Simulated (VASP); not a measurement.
# Tl2SbP3 (P-4m2) in VASP: single point with PBEsol

Aim: the single point of Tl2SbP3 with PBEsol.

Everything below comes from runs of VASP 6.6.1. Logs are shortened: lines on timing, memory, paths and dates and some standing lists are left out, and cuts for length are marked.

## 1. The cell of the first run

The structure is tetragonal, space group P-4m2 (No. 115). Conventional cell: a = 3.579 Å, b = 3.579 Å, c = 11.430 Å, α = 90.00°, β = 90.00°, γ = 90.00°. Tl (site symmetry 2mm) has 7 P at 2.94 to 3.60 Å and 2 Sb at 3.46 Å and 4 Tl at 3.58 Å within 3.9 Å. Sb (site symmetry -4m2) has 4 P at 2.53 Å within 3.3 Å. Within 3.3 Å of P (site symmetry -4m2) lie 4 Sb at 2.53 Å. P (site symmetry 2mm) has 4 P at 2.56 Å and 1 Tl at 2.94 Å within 3.4 Å.

## 2. Single point, PBEsol

File INCAR:

```
PREC = Accurate
ENCUT = 520
EDIFF = 1E-6
ISMEAR = -1
SIGMA = 0.03
LREAL = False
LASPH = True
NELM = 100
ALGO = Normal
ISIF = 2
LWAVE = False
LCHARG = True
GGA = PS
LELF = True
LVHAR = True
NBANDS = 32
```

File KPOINTS:

```
regular mesh
0
Gamma
  6 6 2
```

File POSCAR:

```
Tl2SbP3
1.0
    3.5791427744      0.0000000000      0.0000000000
    0.0000000000      3.5791427744      0.0000000000
    0.0000000000      0.0000000000     11.4303693720
Tl Sb P
2 1 3
Direct
    0.0000000000      0.5000000000      0.7407091949
    0.5000000000      0.0000000000      0.2592908051
    0.0000000000      0.0000000000      0.0000000000
    0.5000000000      0.5000000000      0.0000000000
    0.0000000000      0.5000000000      0.4837627794
    0.5000000000      0.0000000000      0.5162372206
```

Potentials or basis: VASP PAW PBE potentials, release 64 (Tl_d, Sb, P).

Run with:

```console
$ cat potpaw_PBE.64/Tl_d/POTCAR potpaw_PBE.64/Sb/POTCAR potpaw_PBE.64/P/POTCAR > POTCAR
$ mpirun -np 1 vasp_std > vasp.out
```

OUTCAR:

```text
PREC = Accurate
   ENCUT = 520
   EDIFF = 1E-6
   ISMEAR = -1
   LREAL = False
   LASPH = True
   NELM = 100
   ISIF = 2
   GGA = PS

 ion  position               nearest neighbor table
   1  0.000  0.500  0.741-   5 2.94   4 3.46   3 3.46   3 3.46   4 3.46
   2  0.500  0.000  0.259-   6 2.94   4 3.46   3 3.46   4 3.46   3 3.46
   3  0.000  0.000  0.000-   4 2.53   4 2.53   4 2.53   4 2.53   2 3.46   2 3.46   1 3.46   1 3.46

   4  0.500  0.500  0.000-   3 2.53   3 2.53   3 2.53   3 2.53   2 3.46   1 3.46   1 3.46   2 3.46

   5  0.000  0.500  0.484-   6 2.56   6 2.56   6 2.56   6 2.56   1 2.94
   6  0.500  0.000  0.516-   5 2.56   5 2.56   5 2.56   5 2.56   2 2.94

  LATTYP: Found a simple tetragonal cell.
 ALAT       =     3.5791427744
 C/A-ratio  =     3.1936053107

  Lattice vectors:

 A1 = (   3.5791427744,   0.0000000000,   0.0000000000)
 A2 = (   0.0000000000,   3.5791427744,   0.0000000000)
 A3 = (   0.0000000000,   0.0000000000,  11.4303693720)

Analysis of symmetry for initial positions (statically):
=====================================================================
 Subroutine PRICEL returns:
 Original cell was already a primitive cell.

 Routine SETGRP: Setting up the symmetry group for a
 simple tetragonal supercell.

 Subroutine GETGRP returns: Found  8 space group operations
 (whereof  8 operations were pure point group operations)
 out of a pool of 16 trial point group operations.

The static configuration has the point symmetry D_2d.

Analysis of symmetry for dynamics (positions and initial velocities):
=====================================================================
 Subroutine PRICEL returns:
 Original cell was already a primitive cell.

 Routine SETGRP: Setting up the symmetry group for a
 simple tetragonal supercell.

 Subroutine GETGRP returns: Found  8 space group operations
 (whereof  8 operations were pure point group operations)
 out of a pool of 16 trial point group operations.

The dynamic configuration has the point symmetry D_2d.

 Subroutine INISYM returns: Found  8 space group operations
 (whereof  8 operations are pure point group operations),
 and found     1 'primitive' translations

----------------------------------------------------------------------------------------

                                     Primitive cell

  volume of cell :     146.4260

  direct lattice vectors                    reciprocal lattice vectors
     3.579142774  0.000000000  0.000000000     0.279396510  0.000000000  0.000000000
     0.000000000  3.579142774  0.000000000     0.000000000  0.279396510  0.000000000
     0.000000000  0.000000000 11.430369372     0.000000000  0.000000000  0.087486237

  length of vectors
     3.579142774  3.579142774 11.430369372     0.279396510  0.279396510  0.087486237

  position of ions in fractional coordinates (direct lattice)
     0.000000000  0.500000000  0.740709195
     0.500000000  0.000000000  0.259290805
     0.000000000  0.000000000  0.000000000
     0.500000000  0.500000000  0.000000000
     0.000000000  0.500000000  0.483762779
     0.500000000  0.000000000  0.516237221

  ion indices of the primitive-cell ions
   primitive index   ion index
                 1           1
                 2           2
                 3           3
                 4           4
                 5           5
                 6           6

----------------------------------------------------------------------------------------

 KPOINTS: regular mesh

Automatic generation of k-mesh.
 Grid dimensions read from file:
 generate k-points for:    6    6    2

 Generating k-lattice:

  Cartesian coordinates                     Fractional coordinates (reciprocal lattice)
     0.046566085  0.000000000  0.000000000     0.166666667  0.000000000  0.000000000
     0.000000000  0.046566085  0.000000000     0.000000000  0.166666667  0.000000000
     0.000000000  0.000000000  0.043743118     0.000000000  0.000000000  0.500000000

  Length of vectors
     0.046566085  0.046566085  0.043743118

  Shift w.r.t. Gamma in fractional coordinates (k-lattice)
     0.000000000  0.000000000  0.000000000

 Subroutine IBZKPT returns following result:
 ===========================================

 Found     20 irreducible k-points:

 Following reciprocal coordinates:
            Coordinates               Weight
  0.000000  0.000000  0.000000      1.000000
  0.166667  0.000000  0.000000      4.000000
  0.333333  0.000000  0.000000      4.000000
  0.500000  0.000000  0.000000      2.000000
  0.166667  0.166667  0.000000      4.000000
  0.333333  0.166667  0.000000      8.000000
[... 12 lines left out ...]
  0.500000  0.333333  0.500000      4.000000
  0.500000  0.500000  0.500000      1.000000
   k-points           NKPTS =     20   k-points in BZ     NKDIM =     20   number of bands    NBANDS=     32
   number of dos      NEDOS =    301   number of ions     NIONS =      6
   total plane-waves  NPLWV =  70560
   dimension x,y,z NGX =    28 NGY =   28 NGZ =   90
   dimension x,y,z NGXF=    56 NGYF=   56 NGZF=  180
   ions per type =               2   1   3
   NGX,Y,Z   is equivalent  to a cutoff of  13.01, 13.01, 13.09 a.u.
   NGXF,Y,Z  is equivalent  to a cutoff of  26.01, 26.01, 26.18 a.u.
 SYSTEM =  unknown system
   PREC   = accura    normal or accurate (medium, high low for compatibility)
   ISTART =      0    job   : 0-new  1-cont  2-samecut
   ICHARG =      2    charge: 1-file 2-atom 10-const
   ISPIN  =      1    spin polarized calculation?
   LNONCOLLINEAR =      F non collinear calculations
   LSORBIT =      F    spin-orbit coupling
   LASPH  =      T    aspherical Exc in radial PAW
   ENCUT  =  520.0 eV  38.22 Ry    6.18 a.u.   6.65  6.65 21.25*2*pi/ulx,y,z
   NELM   =    100;   NELMIN=  2; NELMDL= -5     # of ELM steps
   EDIFF  = 0.1E-05   stopping-criterion for ELM
   LREAL  =      F    real-space projection
   EDIFFG = 0.1E-04   stopping-criterion for IOM
   NSW    =      0    number of steps for IOM
   IBRION =     -1    ionic relax: 0-MD 1-quasi-New 2-CG
   NFREE  =      0    steps in history (QN), initial steepest desc. (CG)
   ISIF   =      2    stress and relaxation
   ISYM   =      2    0-nonsym 1-usesym 2-fastsym
   POTIM  = 0.5000    time-step for ionic-motion
   TEBEG  =    0.0;   TEEND  =   0.0 temperature during run
   PSTRESS=    0.0 pullay stress
   NELECT =      46.0000    total number of electrons
   NUPDOWN=      -1.0000    fix difference up-down
   EMIN   =  10.00;   EMAX   =-10.00  energy-range for DOS
   EFERMI =   0.00;   METHOD = LEGACY
   ISMEAR =    -1;   SIGMA  =   0.03  broadening in eV -4-tet -1-fermi 0-gaus
   EFERMI_NEDOS =   21; number of points for ismear=-14 and -15
   IALGO  =     38    algorithm
   IMIX   =      4    mixing-type and parameters
     AMIX     =   0.40;   BMIX     =  1.00
     AMIX_MAG =   1.60;   BMIX_MAG =  1.00
  volume/ion in A,a.u.               =      24.40       164.69
  Fermi-wavevector in a.u.,A,eV,Ry     =   1.112896  2.103069 16.851333  1.238538
  Thomas-Fermi vector in A             =   2.249475
   LORBIT       =      0    0 simple, 1 ext, 2 COOP (PROOUT), +10 PAW based schemes
   GGA     = PS    functional components
[... 5 lines left out ...]
 non-spin polarized calculation
  energy-cutoff  :      520.00
  volume of cell :      146.43
 maximum number of plane-waves:      3974
 NGX is ok and might be reduce to    28
   NGX = 13   NGY = 13   NGZ = 43

 number of electron      45.9999995 magnetization

 Free energy of the ion-electron system (eV)
  ---------------------------------------------------
  ext. energy  EPLUGINS =         0.00000000
  ---------------------------------------------------
  free energy    TOTEN  =       -25.30901231 eV

  energy without entropy =      -25.30186206  energy(sigma->0) =      -25.30543719

 E-fermi :   5.9935     XC(G=0):  -9.9884

 val. band max:        5.9414768231   @ k =   0.3333   0.3333   0.5000
 cond. band min:       6.0318891016   @ k =   0.3333   0.0000   0.5000
 fundamental gap:      0.0904122784
 Fermi energy:         5.9934913408

 k-point     1 :       0.0000    0.0000    0.0000
  band No.  band energies     occupation
      1      -8.0484      2.00000
      2      -7.1727      2.00000
      3      -5.3055      2.00000
      4      -5.3045      2.00000
      5      -5.1549      2.00000
      6      -5.0536      2.00000
[... 24 lines left out ...]
     31      12.0194      0.00000
     32      12.3204      0.00000

 k-point     2 :       0.1667    0.0000    0.0000
  band No.  band energies     occupation
      1      -7.7340      2.00000
      2      -6.8932      2.00000
      3      -5.2557      2.00000
      4      -5.2509      2.00000
      5      -5.1216      2.00000
      6      -5.0025      2.00000
[... 24 lines left out ...]
     31      10.9800      0.00000
     32      11.0758      0.00000

 k-point     3 :       0.3333    0.0000    0.0000
  band No.  band energies     occupation
      1      -6.8063      2.00000
      2      -6.0985      2.00000
      3      -5.2099      2.00000
      4      -5.1840      2.00000
      5      -5.0812      2.00000
      6      -5.0322      2.00000
[... 24 lines left out ...]
     31       9.9113      0.00000
     32      12.1105      0.00000

 k-point     4 :       0.5000    0.0000    0.0000
  band No.  band energies     occupation
      1      -5.6040      2.00000
      2      -5.3097      2.00000
      3      -5.2934      2.00000
      4      -5.2794      2.00000
      5      -5.1341      2.00000
      6      -5.1230      2.00000
[... 514 lines left out ...]
     31      11.4190      0.00000
     32      11.5784      0.00000

 k-point    19 :       0.5000    0.3333    0.5000
  band No.  band energies     occupation
      1      -5.1719      2.00000
      2      -5.1623      2.00000
      3      -5.1349      2.00000
      4      -5.1275      2.00000
      5      -5.0436      2.00000
      6      -5.0410      2.00000
[... 24 lines left out ...]
     31      10.9983      0.00000
     32      11.2835      0.00000

 k-point    20 :       0.5000    0.5000    0.5000
  band No.  band energies     occupation
      1      -5.1821      2.00000
      2      -5.1821      2.00000
      3      -5.0919      2.00000
      4      -5.0893      2.00000
      5      -5.0704      2.00000
      6      -5.0599      2.00000
[... 24 lines left out ...]
     31      11.0263      0.00000
     32      11.0634      0.00000

------------------------ aborting loop because EDIFF is reached ----------------------------------------

  FORCE on cell =-STRESS in cart. coord.  units (eV):
  Direction    XX          YY          ZZ          XY          YZ          ZX
  --------------------------------------------------------------------------------------
  -------------------------------------------------------------------------------------
  Total        0.1837506      0.1837506     -0.0289381      0.0000000      0.0000000      0.0000000
  in kB        2.0105788      2.0105788     -0.3166369      0.0000000      0.0000000      0.0000000
  external PRESSURE =       1.2348402 kB  Pullay stress =       0.0000000 kB

 VOLUME and BASIS-vectors are now :
 -----------------------------------------------------------------------------
  energy-cutoff  :      520.00
  volume of cell :      146.43
      direct lattice vectors                 reciprocal lattice vectors
     3.579142774  0.000000000  0.000000000     0.279396510  0.000000000  0.000000000
     0.000000000  3.579142774  0.000000000     0.000000000  0.279396510  0.000000000
     0.000000000  0.000000000 11.430369372     0.000000000  0.000000000  0.087486237

 POSITION                                       TOTAL-FORCE (eV/Angst)
 -----------------------------------------------------------------------------------
      0.00000      1.78957      8.46658        -0.000000      0.000000      0.002343
      1.78957      0.00000      2.96379         0.000000      0.000000     -0.002343
      0.00000      0.00000      0.00000         0.000000      0.000000      0.000000
      1.78957      1.78957      0.00000         0.000000     -0.000000      0.000000
      0.00000      1.78957      5.52959         0.000000     -0.000000     -0.004255
      1.78957      0.00000      5.90078         0.000000      0.000000      0.004255
 -----------------------------------------------------------------------------------
    total drift:                                0.000000      0.000000      0.000000

  FREE ENERGIE OF THE ION-ELECTRON SYSTEM (eV)
  ---------------------------------------------------
  free  energy   TOTEN  =       -25.3090123127 eV

  energy  without entropy=      -25.3018620596  energy(sigma->0) =      -25.30543719
```

Wall time 64 s (1 thread of Intel Xeon Platinum 8375C at 2.90GHz (Ice Lake), shared host); peak memory 0.3 GiB.

Results:

```
Free energy            : -25.3090 eV
Pressure               : 0.1 GPa
Largest force          : 0.004 eV/Å
Band gap on the k mesh : zero (band 23 reaches 7.77 eV, above the bottom of band 24 at 4.36 eV)
```

Forces on the atoms (eV/Å):
```
Tl   0.000  0.000  0.002
Tl   0.000  0.000 -0.002
Sb   0.000  0.000  0.000
P    0.000  0.000  0.000
P    0.000  0.000 -0.004
P    0.000  0.000  0.004
```

Levels at points of the mesh, in eV from the Fermi level:
| k point | band 20 | band 21 | band 22 | band 23 | band 24 | band 25 | band 26 | band 27 |
| --- | --- | --- | --- | --- | --- | --- | --- | --- |
| (0.00, 0.00, 0.00) | -2.76 | -2.76 | -1.15 | 1.46 | 1.92 | 2.85 | 3.13 | 3.50 |
| (0.50, 0.00, 0.00) | -1.93 | -0.74 | -0.22 | -0.22 | 0.57 | 1.04 | 1.14 | 1.58 |
| (0.50, 0.50, 0.00) | -3.69 | -1.60 | -1.19 | -0.47 | -0.47 | 1.21 | 1.23 | 1.26 |
| (0.00, 0.00, 0.50) | -2.76 | -2.76 | -2.65 | 1.78 | 2.60 | 3.00 | 3.50 | 4.08 |
| (0.50, 0.00, 0.50) | -0.74 | -0.42 | -0.22 | -0.22 | 0.38 | 0.49 | 0.57 | 1.42 |
| (0.50, 0.50, 0.50) | -3.68 | -1.51 | -1.00 | -0.51 | -0.51 | 0.42 | 0.44 | 2.22 |

Caveat: the PAW data sets were made with another functional, which shifts forces and pressure a little; spin-orbit coupling is left out, which moves the levels of the heavy elements.
